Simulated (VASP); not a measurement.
# SiC (Moissanite) (P6_3mc) in VASP: single point with PBEsol

Aim: the single point of SiC (Moissanite) with PBEsol.

All numbers are computed with VASP 6.6.1; they aren't measurements. Logs are shortened: lines on timing, memory, paths and dates and some standing lists are left out, and cuts for length are marked.

### 1 The cell of the first run

The structure is hexagonal, space group P6_3mc (No. 186). The conventional cell has a = 3.076 Å, b = 3.076 Å, c = 5.048 Å, α = 90.00°, β = 90.00°, γ = 120.00°. Si (site symmetry 3m) has 4 C at 1.87 to 1.94 Å within 2.5 Å. C (site symmetry 3m) has 4 Si at 1.87 to 1.94 Å within 2.5 Å.

### 2 Single point, PBEsol

File INCAR:

```
PREC = Accurate ; ENCUT = 520
EDIFF = 1E-6 ; ISMEAR = 0
SIGMA = 0.01 ; LREAL = F
LASPH = T ; NELM = 100
ALGO = Normal ; ISIF = 2
LWAVE = F ; LCHARG = T
GGA = PS ; LELF = T
LVHAR = T ; NBANDS = 16
```

File KPOINTS:

```
regular mesh
0
Gamma
  12 12 4
```

File POSCAR:

```
SiC
1.0
    3.0760000000      0.0000000000      0.0000000000
   -1.5380000000      2.6638900000      0.0000000000
    0.0000000000      0.0000000000      5.0480000000
Si C
2 2
Direct
    0.3333333333      0.6666666667      0.0000000000
    0.6666666667      0.3333333333      0.5000000000
    0.3333333333      0.6666666667      0.3850000000
    0.6666666667      0.3333333333      0.8850000000
```

Potentials or basis: VASP PAW PBE potentials, release 64 (Si, C).

Launch:

```bash
$ cat potpaw_PBE.64/Si/POTCAR potpaw_PBE.64/C/POTCAR > POTCAR
$ mpirun -np 1 vasp_std > vasp.out
```

OUTCAR:

```text
PREC = Accurate
   ENCUT = 520
   EDIFF = 1E-6
   ISMEAR = 0
   LREAL = F
   LASPH = T
   NELM = 100
   ISIF = 2
   GGA = PS

 ion  position               nearest neighbor table
   1  0.333  0.667  0.000-   4 1.87   4 1.87   4 1.87   3 1.94   2 3.09   2 3.09   2 3.09   2 3.09
                             2 3.09   2 3.09
   2  0.667  0.333  0.500-   3 1.87   3 1.87   3 1.87   4 1.94   1 3.09   1 3.09   1 3.09   1 3.09
                             1 3.09   1 3.09
   3  0.333  0.667  0.385-   2 1.87   2 1.87   2 1.87   1 1.94
   4  0.667  0.333  0.885-   1 1.87   1 1.87   1 1.87   2 1.94

  LATTYP: Found a hexagonal cell.
 ALAT       =     3.0760000000
 C/A-ratio  =     1.6410923277

  Lattice vectors:

 A1 = (   3.0760000000,   0.0000000000,   0.0000000000)
 A2 = (  -1.5380000000,   2.6638900000,   0.0000000000)
 A3 = (   0.0000000000,   0.0000000000,   5.0480000000)

Analysis of symmetry for initial positions (statically):
=====================================================================
 Subroutine PRICEL returns:
 Original cell was already a primitive cell.

 Routine SETGRP: Setting up the symmetry group for a
 hexagonal supercell.

 Subroutine GETGRP returns: Found 12 space group operations
 (whereof  6 operations were pure point group operations)
 out of a pool of 24 trial point group operations.

The static configuration has the point symmetry C_3v.
 The point group associated with its full space group is C_6v.

Analysis of symmetry for dynamics (positions and initial velocities):
=====================================================================
 Subroutine PRICEL returns:
 Original cell was already a primitive cell.

 Routine SETGRP: Setting up the symmetry group for a
 hexagonal supercell.

 Subroutine GETGRP returns: Found 12 space group operations
 (whereof  6 operations were pure point group operations)
 out of a pool of 24 trial point group operations.

The dynamic configuration has the point symmetry C_3v.
 The point group associated with its full space group is C_6v.

 Subroutine INISYM returns: Found 12 space group operations
 (whereof  6 operations are pure point group operations),
 and found     1 'primitive' translations

----------------------------------------------------------------------------------------

                                     Primitive cell

  volume of cell :      41.3639

  direct lattice vectors                    reciprocal lattice vectors
     3.076000000  0.000000000  0.000000000     0.325097529  0.187695438  0.000000000
    -1.538000000  2.663890000  0.000000000     0.000000000  0.375390876  0.000000000
     0.000000000  0.000000000  5.048000000     0.000000000  0.000000000  0.198098257

  length of vectors
     3.076000000  3.075996413  5.048000000     0.375390438  0.375390876  0.198098257

  position of ions in fractional coordinates (direct lattice)
     0.333333333  0.666666667  0.000000000
     0.666666667  0.333333333  0.500000000
     0.333333333  0.666666667  0.385000000
     0.666666667  0.333333333  0.885000000

  ion indices of the primitive-cell ions
   primitive index   ion index
                 1           1
                 2           2
                 3           3
                 4           4

----------------------------------------------------------------------------------------

 KPOINTS: regular mesh

Automatic generation of k-mesh.
 Grid dimensions read from file:
 generate k-points for:   12   12    4

 Generating k-lattice:

  Cartesian coordinates                     Fractional coordinates (reciprocal lattice)
     0.027091461  0.015641286  0.000000000     0.083333333 -0.000000000  0.000000000
     0.000000000  0.031282573  0.000000000     0.000000000  0.083333333  0.000000000
     0.000000000  0.000000000  0.049524564     0.000000000  0.000000000  0.250000000

  Length of vectors
     0.031282536  0.031282573  0.049524564

  Shift w.r.t. Gamma in fractional coordinates (k-lattice)
     0.000000000  0.000000000  0.000000000

 Subroutine IBZKPT returns following result:
 ===========================================

 Found     57 irreducible k-points:

 Following reciprocal coordinates:
            Coordinates               Weight
  0.000000  0.000000  0.000000      1.000000
  0.083333 -0.000000  0.000000      6.000000
  0.166667 -0.000000  0.000000      6.000000
  0.250000 -0.000000  0.000000      6.000000
  0.333333 -0.000000  0.000000      6.000000
  0.416667  0.000000  0.000000      6.000000
[... 16 lines left out ...]
  0.250000 -0.000000  0.250000     12.000000
  0.333333 -0.000000  0.250000     12.000000
 [... further k-points ...]
   k-points           NKPTS =     57   k-points in BZ     NKDIM =     57   number of bands    NBANDS=     16
   number of dos      NEDOS =    301   number of ions     NIONS =      4
   total plane-waves  NPLWV =  23040
   dimension x,y,z NGX =    24 NGY =   24 NGZ =   40
   dimension x,y,z NGXF=    48 NGYF=   48 NGZF=   80
   ions per type =               2   2
   NGX,Y,Z   is equivalent  to a cutoff of  12.97, 12.97, 13.17 a.u.
   NGXF,Y,Z  is equivalent  to a cutoff of  25.94, 25.94, 26.35 a.u.
 SYSTEM =  unknown system
   PREC   = accura    normal or accurate (medium, high low for compatibility)
   ISTART =      0    job   : 0-new  1-cont  2-samecut
   ICHARG =      2    charge: 1-file 2-atom 10-const
   ISPIN  =      1    spin polarized calculation?
   LNONCOLLINEAR =      F non collinear calculations
   LSORBIT =      F    spin-orbit coupling
   LASPH  =      T    aspherical Exc in radial PAW
   ENCUT  =  520.0 eV  38.22 Ry    6.18 a.u.   5.72  5.72  9.39*2*pi/ulx,y,z
   NELM   =    100;   NELMIN=  2; NELMDL= -5     # of ELM steps
   EDIFF  = 0.1E-05   stopping-criterion for ELM
   LREAL  =      F    real-space projection
   EDIFFG = 0.1E-04   stopping-criterion for IOM
   NSW    =      0    number of steps for IOM
   IBRION =     -1    ionic relax: 0-MD 1-quasi-New 2-CG
   NFREE  =      0    steps in history (QN), initial steepest desc. (CG)
   ISIF   =      2    stress and relaxation
   ISYM   =      2    0-nonsym 1-usesym 2-fastsym
   POTIM  = 0.5000    time-step for ionic-motion
   TEBEG  =    0.0;   TEEND  =   0.0 temperature during run
   PSTRESS=    0.0 pullay stress
   NELECT =      16.0000    total number of electrons
   NUPDOWN=      -1.0000    fix difference up-down
   EMIN   =  10.00;   EMAX   =-10.00  energy-range for DOS
   EFERMI =   0.00;   METHOD = LEGACY
   ISMEAR =     0;   SIGMA  =   0.01  broadening in eV -4-tet -1-fermi 0-gaus
   EFERMI_NEDOS =   21; number of points for ismear=-14 and -15
   IALGO  =     38    algorithm
   IMIX   =      4    mixing-type and parameters
     AMIX     =   0.40;   BMIX     =  1.00
     AMIX_MAG =   1.60;   BMIX_MAG =  1.00
  volume/ion in A,a.u.               =      10.34        69.78
  Fermi-wavevector in a.u.,A,eV,Ry     =   1.192818  2.254099 19.358569  1.422815
  Thomas-Fermi vector in A             =   2.328847
   LORBIT       =      0    0 simple, 1 ext, 2 COOP (PROOUT), +10 PAW based schemes
   GGA     = PS    functional components
   LHFCALC =     F    Hartree Fock is set to
   AEXX    =    0.0000 exact exchange contribution
   IVDW    =     0    specifies the selected vdW correction
   LEPSILON=     F    determine dielectric tensor
   LRPA    =     F    only Hartree local field effects (RPA)
 non-spin polarized calculation
 Gauss-broadening in eV      SIGMA  =   0.01
  energy-cutoff  :      520.00
  volume of cell :       41.36
 maximum number of plane-waves:      1132
 NGX is ok and might be reduce to    24
   NGX = 11   NGY = 11   NGZ = 19

 number of electron      16.0000000 magnetization

 Free energy of the ion-electron system (eV)
  ---------------------------------------------------
  ext. energy  EPLUGINS =         0.00000000
  ---------------------------------------------------
  free energy    TOTEN  =       -31.78677371 eV

  energy without entropy =      -31.78677371  energy(sigma->0) =      -31.78677371

 E-fermi :   8.4601     XC(G=0): -11.4977

 val. band max:        8.3546717547   @ k =   0.0000   0.0000   0.0000
 cond. band min:      10.5155813548   @ k =   0.3333   0.3333   0.0000
 fundamental gap:      2.1609096001
 Fermi energy:         8.4601224054

 k-point     1 :       0.0000    0.0000    0.0000
  band No.  band energies     occupation
      1      -7.3868      2.00000
      2      -3.8471      2.00000
      3      -0.4024      2.00000
      4       6.7979      2.00000
      5       6.7979      2.00000
      6       8.0838      2.00000
[... 8 lines left out ...]
     15      16.9990      0.00000
     16      19.5824      0.00000

 k-point     2 :       0.0833   -0.0000    0.0000
  band No.  band energies     occupation
      1      -7.2656      2.00000
      2      -3.7427      2.00000
      3      -0.2891      2.00000
      4       6.1143      2.00000
      5       6.5869      2.00000
      6       7.6319      2.00000
[... 8 lines left out ...]
     15      17.3127      0.00000
     16      18.5626      0.00000

 k-point     3 :       0.1667   -0.0000    0.0000
  band No.  band energies     occupation
      1      -6.9051      2.00000
      2      -3.4381      2.00000
      3       0.0421      2.00000
      4       4.6223      2.00000
      5       6.1098      2.00000
      6       6.5201      2.00000
[... 8 lines left out ...]
     15      17.5745      0.00000
     16      17.9978      0.00000

 k-point     4 :       0.2500   -0.0000    0.0000
  band No.  band energies     occupation
      1      -6.3160      2.00000
      2      -2.9678      2.00000
      3       0.5451      2.00000
      4       2.9867      2.00000
      5       5.1363      2.00000
      6       5.5919      2.00000
[... 8 lines left out ...]
     15      18.0691      0.00000
     16      18.8546      0.00000
[... 324 lines left out ...]
 k-point    22 :       0.1667   -0.0000    0.2500
  band No.  band energies     occupation
      1      -6.6038      2.00000
      2      -4.4024      2.00000
      3       1.4521      2.00000
      4       4.8928      2.00000
      5       5.8258      2.00000
      6       6.3079      2.00000
[... 8 lines left out ...]
     15      17.6119      0.00000
     16      18.7638      0.00000

 k-point    23 :       0.2500   -0.0000    0.2500
  band No.  band energies     occupation
      1      -6.0195      2.00000
      2      -3.8750      2.00000
      3       1.6811      2.00000
      4       3.4757      2.00000
      5       4.4339      2.00000
      6       5.8056      2.00000
[... 8 lines left out ...]
     15      18.7184      0.00000
     16      19.0946      0.00000

 k-point    24 :       0.3333   -0.0000    0.2500
  band No.  band energies     occupation
      1      -5.2376      2.00000
      2      -3.2175      2.00000
      3       1.0185      2.00000
      4       2.8707      2.00000
      5       3.2847      2.00000
      6       5.3868      2.00000
[... 8 lines left out ...]
     15      19.6478      0.00000
     16      19.9256      0.00000

 [... further k-points ...]

------------------------ aborting loop because EDIFF is reached ----------------------------------------

  FORCE on cell =-STRESS in cart. coord.  units (eV):
  Direction    XX          YY          ZZ          XY          YZ          ZX
  --------------------------------------------------------------------------------------
  -------------------------------------------------------------------------------------
  Total        0.5854274      0.5854256     -0.6980917      0.0000000      0.0000000      0.0000000
  in kB       22.6757509     22.6756803    -27.0396532      0.0000000      0.0000000      0.0000000
  external PRESSURE =       6.1039260 kB  Pullay stress =       0.0000000 kB

 VOLUME and BASIS-vectors are now :
 -----------------------------------------------------------------------------
  energy-cutoff  :      520.00
  volume of cell :       41.36
      direct lattice vectors                 reciprocal lattice vectors
     3.076000000  0.000000000  0.000000000     0.325097529  0.187695438  0.000000000
    -1.538000000  2.663890000  0.000000000     0.000000000  0.375390876  0.000000000
     0.000000000  0.000000000  5.048000000     0.000000000  0.000000000  0.198098257

 POSITION                                       TOTAL-FORCE (eV/Angst)
 -----------------------------------------------------------------------------------
     -0.00000      1.77593      0.00000        -0.000000      0.000000      0.749879
      1.53800      0.88796      2.52400         0.000000     -0.000000      0.749879
     -0.00000      1.77593      1.94348        -0.000000     -0.000000     -0.749879
      1.53800      0.88796      4.46748         0.000000      0.000000     -0.749879
 -----------------------------------------------------------------------------------
    total drift:                                0.000000      0.000000     -0.000292

  FREE ENERGIE OF THE ION-ELECTRON SYSTEM (eV)
  ---------------------------------------------------
  free  energy   TOTEN  =       -31.7867737140 eV

  energy  without entropy=      -31.7867737140  energy(sigma->0) =      -31.78677371
```

Run time: 47 s. Hardware: 1 thread of Intel Xeon 6975P-C, shared host; peak memory 0.17 GiB.

What came out:

| Property | Result |
| --- | --- |
| Free energy | -31.7868 eV |
| Pressure | 0.6 GPa |
| Largest force | 0.750 eV/Å |
| Band gap on the k mesh | 2.16 eV, indirect (least direct gap 3.96 eV) |

Forces in eV/Å, atoms in the order of the input:
```
Si   0.000  0.000  0.750
Si   0.000  0.000  0.750
C    0.000  0.000 -0.750
C    0.000  0.000 -0.750
```

Stress tensor (GPa, compression positive):
```
 2.27  0.00  0.00
 0.00  2.27  0.00
 0.00  0.00 -2.70
```

Caveat: the PAW data sets were made with another functional, which shifts forces and pressure a little. A k mesh can miss the band edges.
